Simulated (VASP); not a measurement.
# Lu5N (P6/mmm) in VASP: relaxation of cell and atoms with PBE

Aim: the relaxation of cell and atoms of Lu5N with PBE.

Program: VASP 6.6.1. These are calculated values, not measurements. Logs are shortened: lines on timing, memory, paths and dates and some standing lists are left out, and cuts for length are marked.

### 1 The cell of the first run

Symmetry: P6/mmm, No. 191, hexagonal system. Conventional cell: a = 5.757 Å, b = 5.757 Å, c = 4.671 Å, α = 90.00°, β = 90.00°, γ = 120.00°. Lu (site symmetry mmm) has 8 Lu at 2.87 to 2.88 Å and 4 N at 3.71 Å within 3.8 Å. Within 3.8 Å of Lu (site symmetry -6m2) lie 9 Lu at 2.87 to 3.32 Å and 3 N at 3.32 Å. N (site symmetry 6/mmm) has 18 Lu at 3.32 to 3.71 Å within 4.4 Å.

The cell was built from a structure type or drawn by symmetry, and may not be a known phase.

### 2 Relaxation of cell and atoms, PBE

INCAR reads:

```
SYSTEM = Lu5N
PREC = Accurate ; ENCUT = 600
EDIFF = 1E-7 ; ISMEAR = 0
SIGMA = 0.1 ; LREAL = .FALSE.
LASPH = .TRUE. ; NELM = 100
ALGO = Normal ; ISIF = 3
LWAVE = .FALSE. ; LCHARG = .FALSE.
GGA = PE ; IBRION = 2
NSW = 90 ; EDIFFG = -0.04
```

KPOINTS reads:

```
regular mesh
0
G
  6 6 4
  0 0 0
```

POSCAR reads:

```
Lu5N
1.0
    5.7569919300      0.0000000000      0.0000000000
   -2.8784959600      4.9857012600      0.0000000000
    0.0000000000      0.0000000000      4.6711587100
Lu N
5 1
Direct
    0.0000000000      0.5000000000      0.5000000000
    0.3333333300      0.6666666700      0.0000000000
    0.6666666700      0.3333333300      0.0000000000
    0.5000000000      0.0000000000      0.5000000000
    0.5000000000      0.5000000000      0.5000000000
    0.0000000000      0.0000000000      0.0000000000
```

Potentials or basis: VASP PAW PBE potentials, release 64 (Lu, N).

The run is started by

```console
> cat potpaw_PBE.64/Lu/POTCAR potpaw_PBE.64/N/POTCAR > POTCAR
> mpirun -np 1 vasp_std > vasp.out
```

OUTCAR:

```text
SYSTEM = Lu5N
   PREC = Accurate
   ENCUT = 600
   EDIFF = 1E-7
   ISMEAR = 0
   LREAL = .FALSE.
   LASPH = .TRUE.
   NELM = 100
   ISIF = 3
   GGA = PE
   IBRION = 2
   NSW = 90
   EDIFFG = -0.04

 ion  position               nearest neighbor table
   1  0.000  0.500  0.500-   2 2.87   3 2.87   2 2.87   3 2.87   5 2.88   5 2.88   4 2.88   4 2.88

   2  0.333  0.667  0.000-   4 2.87   4 2.87   1 2.87   1 2.87   5 2.87   5 2.87   3 3.32   3 3.32
                             3 3.32
   3  0.667  0.333  0.000-   4 2.87   4 2.87   1 2.87   1 2.87   5 2.87   5 2.87   2 3.32   2 3.32
                             2 3.32
   4  0.500  0.000  0.500-   2 2.87   3 2.87   2 2.87   3 2.87   5 2.88   5 2.88   1 2.88   1 2.88

   5  0.500  0.500  0.500-   2 2.87   3 2.87   2 2.87   3 2.87   4 2.88   4 2.88   1 2.88   1 2.88

   6  0.000  0.000  0.000-

  LATTYP: Found a hexagonal cell.
 ALAT       =     5.7569919300
 C/A-ratio  =     0.8113887889

  Lattice vectors:

 A1 = (   5.7569919300,   0.0000000000,   0.0000000000)
 A2 = (  -2.8784959600,   4.9857012600,   0.0000000000)
 A3 = (   0.0000000000,   0.0000000000,   4.6711587100)

Analysis of symmetry for initial positions (statically):
=====================================================================
 Subroutine PRICEL returns:
 Original cell was already a primitive cell.

 Routine SETGRP: Setting up the symmetry group for a
 hexagonal supercell.

 Subroutine GETGRP returns: Found 24 space group operations
 (whereof 24 operations were pure point group operations)
 out of a pool of 24 trial point group operations.

The static configuration has the point symmetry D_6h.

Analysis of symmetry for dynamics (positions and initial velocities):
=====================================================================
 Subroutine PRICEL returns:
 Original cell was already a primitive cell.

 Routine SETGRP: Setting up the symmetry group for a
 hexagonal supercell.

 Subroutine GETGRP returns: Found 24 space group operations
 (whereof 24 operations were pure point group operations)
 out of a pool of 24 trial point group operations.

The dynamic configuration has the point symmetry D_6h.

 Subroutine INISYM returns: Found 24 space group operations
 (whereof 24 operations are pure point group operations),
 and found     1 'primitive' translations

----------------------------------------------------------------------------------------

                                     Primitive cell
[... 117 lines left out ...]
  Fermi-wavevector in a.u.,A,eV,Ry     =   1.620344  3.062005 35.722278  2.625513
  Thomas-Fermi vector in A             =   2.714298
   LORBIT       =      0    0 simple, 1 ext, 2 COOP (PROOUT), +10 PAW based schemes
   GGA     = PE    functional components
   LHFCALC =     F    Hartree Fock is set to
   AEXX    =    0.0000 exact exchange contribution
   IVDW    =     0    specifies the selected vdW correction
   LEPSILON=     F    determine dielectric tensor
   LRPA    =     F    only Hartree local field effects (RPA)
 conjugate gradient relaxation of ions
 non-spin polarized calculation
 Gauss-broadening in eV      SIGMA  =   0.10
  energy-cutoff  :      600.00
  volume of cell :      134.07
 maximum number of plane-waves:      4506
 NGX is ok and might be reduce to    48
   NGX = 23   NGY = 23   NGZ = 19

--------------------------------------- Ionic step        1  -------------------------------------------

 number of electron     130.0000005 magnetization

 Free energy of the ion-electron system (eV)
  ---------------------------------------------------
  ext. energy  EPLUGINS =         0.00000000
  ---------------------------------------------------
  free energy    TOTEN  =       -19.44800287 eV

  energy without entropy =      -19.40732032  energy(sigma->0) =      -19.42766159

 E-fermi :   2.3522     XC(G=0): -11.1801

 val. band max:        2.3447761661   @ k =   0.1667   0.0000   0.0000
 cond. band min:       2.3672315861   @ k =   0.1667   0.0000   0.2500
 fundamental gap:      0.0224554200
 Fermi energy:         2.3522441153

 k-point     1 :       0.0000    0.0000    0.0000
  band No.  band energies     occupation
      1     -53.6862      2.00000
      2     -53.4698      2.00000
      3     -53.4698      2.00000
      4     -53.4130      2.00000
      5     -53.3719      2.00000
      6     -25.4322      2.00000
[... 1669 lines left out ...]
     76       5.0967      0.00000
     77       5.6637      0.00000
 [bands above 77 left out]

------------------------ aborting loop because EDIFF is reached ----------------------------------------

  FORCE on cell =-STRESS in cart. coord.  units (eV):
  Direction    XX          YY          ZZ          XY          YZ          ZX
  --------------------------------------------------------------------------------------
  -------------------------------------------------------------------------------------
  Total       10.9320710     10.9320710     23.6857654      0.0000000     -0.0000000      0.0000000
  in kB      130.6370991    130.6370990    283.0424076      0.0000001     -0.0000000      0.0000000
  external PRESSURE =     181.4388686 kB  Pullay stress =       0.0000000 kB
[... 227 lines left out ...]
--------------------------------------- Ionic step        7  -------------------------------------------

 number of electron     130.0000043 magnetization

 Free energy of the ion-electron system (eV)
  ---------------------------------------------------
  ext. energy  EPLUGINS =         0.00000000
  ---------------------------------------------------
  free energy    TOTEN  =       -22.51380280 eV

  energy without entropy =      -22.45937478  energy(sigma->0) =      -22.48658879

 E-fermi :   1.3205     XC(G=0):  -9.7286

 val. band max:        1.3201365114   @ k =   0.1667   0.1667   0.2500
 cond. band min:       1.3269608506   @ k =   0.3333   0.0000   0.0000
 fundamental gap:      0.0068243392
 Fermi energy:         1.3204925049

 k-point     1 :       0.0000    0.0000    0.0000
  band No.  band energies     occupation
      1     -55.5731      2.00000
      2     -55.5601      2.00000
      3     -55.1861      2.00000
      4     -55.1051      2.00000
      5     -55.1051      2.00000
      6     -26.4938      2.00000
[... 1669 lines left out ...]
     76       3.3795      0.00000
     77       3.9126      0.00000
 [bands above 77 left out]

------------------------ aborting loop because EDIFF is reached ----------------------------------------

  FORCE on cell =-STRESS in cart. coord.  units (eV):
  Direction    XX          YY          ZZ          XY          YZ          ZX
  --------------------------------------------------------------------------------------
  -------------------------------------------------------------------------------------
  Total        0.0884712      0.0884712      0.1201505      0.0000000      0.0000000      0.0000000
  in kB        0.7728142      0.7728142      1.0495400      0.0000000      0.0000000      0.0000000
  external PRESSURE =       0.8650562 kB  Pullay stress =       0.0000000 kB
[... 21 lines left out ...]
  FREE ENERGIE OF THE ION-ELECTRON SYSTEM (eV)
  ---------------------------------------------------
  free  energy   TOTEN  =       -22.5138027952 eV

  energy  without entropy=      -22.4593747774  energy(sigma->0) =      -22.48658879

 reached required accuracy - stopping structural energy minimisation
```

Run time: 73 min. Hardware: 1 thread of Intel Xeon 8259CL, shared host; peak memory 0.45 GiB.

Results:

```yaml
Free_energy: -22.5138 eV
Relaxed_volume: 30.57 Å³/atom
Relaxed_cell: a = 6.050 Å, b = 6.050 Å, c = 5.786 Å, α = 90.00°, β = 90.00°, γ = 120.00°
Space_group_after_relaxing_to_0.1_Å: P6/mmm (No. 191)
Energy_gained_by_relaxing: 511.0 meV/atom
Ionic_steps: 7
Pressure_after_relaxing: 0.1 GPa
Band_gap_on_the_k_mesh: zero (bands 65 and 66 overlap by 0.47 eV)
```

The path:
```
step  energy change (eV)  largest force (eV/Å)  pressure (GPa)  volume (Å³)
   1              0.0000                0.0000           18.14       134.07
   2             -2.9535                0.0000           -0.31       188.90
   3             -2.9539                0.0000           -0.71       191.33
   4             -3.0325                0.0000           -0.60       188.86
   5             -3.0628                0.0000           -0.39       186.30
   6             -3.0634                0.0000           -0.39       185.95
   7             -3.0658                0.0000            0.09       183.42
```

Final structure:
```cif
data_structure
_symmetry_space_group_name_H-M 'P 1'
_symmetry_Int_Tables_number 1
_cell_length_a 6.0501
_cell_length_b 6.0501
_cell_length_c 5.7861
_cell_angle_alpha 90.000
_cell_angle_beta 90.000
_cell_angle_gamma 120.000
_cell_volume 183.42
loop_
_atom_site_label
_atom_site_type_symbol
_atom_site_fract_x
_atom_site_fract_y
_atom_site_fract_z
_atom_site_occupancy
Lu1 Lu 0.00000 0.50000 0.50000 1
Lu2 Lu 0.33333 0.66667 0.00000 1
Lu3 Lu 0.66667 0.33333 0.00000 1
Lu4 Lu 0.50000 0.00000 0.50000 1
Lu5 Lu 0.50000 0.50000 0.50000 1
N1 N 0.00000 0.00000 0.00000 1
```

Levels at points of the mesh, in eV from the Fermi level:
| k point | band 62 | band 63 | band 64 | band 65 | band 66 | band 67 | band 68 | band 69 |
| --- | --- | --- | --- | --- | --- | --- | --- | --- |
| (0.00, 0.00, 0.00) | -1.05 | -0.96 | -0.93 | -0.89 | -0.11 | 0.07 | 0.07 | 0.13 |
| (0.50, 0.00, 0.00) | -0.33 | -0.29 | -0.28 | -0.14 | 0.03 | 0.10 | 0.35 | 0.57 |
| (0.00, 0.00, 0.50) | -1.58 | -1.48 | -1.48 | 0.31 | 0.56 | 0.56 | 0.65 | 0.84 |
| (0.50, 0.00, 0.50) | -1.25 | -0.49 | -0.47 | -0.11 | 0.15 | 0.21 | 0.57 | 0.70 |

Caveat: the volume moved by over 15 % at a fixed basis, so the end points are rough; spin-orbit coupling is left out, which moves the levels of the heavy elements.
